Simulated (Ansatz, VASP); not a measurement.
# One calculation of Al4P, two programs

```xyz
5
Lattice="-2.5019 2.5019 3.7311 2.5019 -2.5019 3.7311 2.5019 2.5019 -3.7311" Properties=species:S:1:pos:R:3 pbc="T T T"
Al    0.0000    0.0000    2.3757
Al    0.0000    0.0000    5.0864
Al    0.0000    2.5019    0.0000
Al    2.5019    0.0000    0.0000
P     0.0000    0.0000    0.0000
```

Change from the starting cell: species swapped into the SnF4 type (I4/mmm, No. 139).

Alike in both runs: functional PBE; k mesh 6 × 6 × 6; occupations gaussian, width 0.1 eV; no spin polarisation.

Ansatz relaxed the structure, and its values are those at the end. VASP's run is a single point on that final structure, the one shown.

```csv
,VASP,Ansatz
version,VASP 6.6.1,Ansatz 0.2.0
potentials or method,"VASP PAW PBE potentials, release 64 (Al, P), cutoff 520 eV","scalar-relativistic, plane waves, PAW"
valence electrons in the cell,17,17
```

|  | VASP | Ansatz | Ansatz less VASP |
| --- | --- | --- | --- |
| gap on the k mesh at the Fermi level (eV) | none | none | - |
| pressure (GPa) | 0.1 | 0.2 | +0.06 |
| rms of the force components (eV/Å) | 0.005 | 0.007 | +0.0018 |

A gap of «none» marks a metal or a gap that the smearing closes.
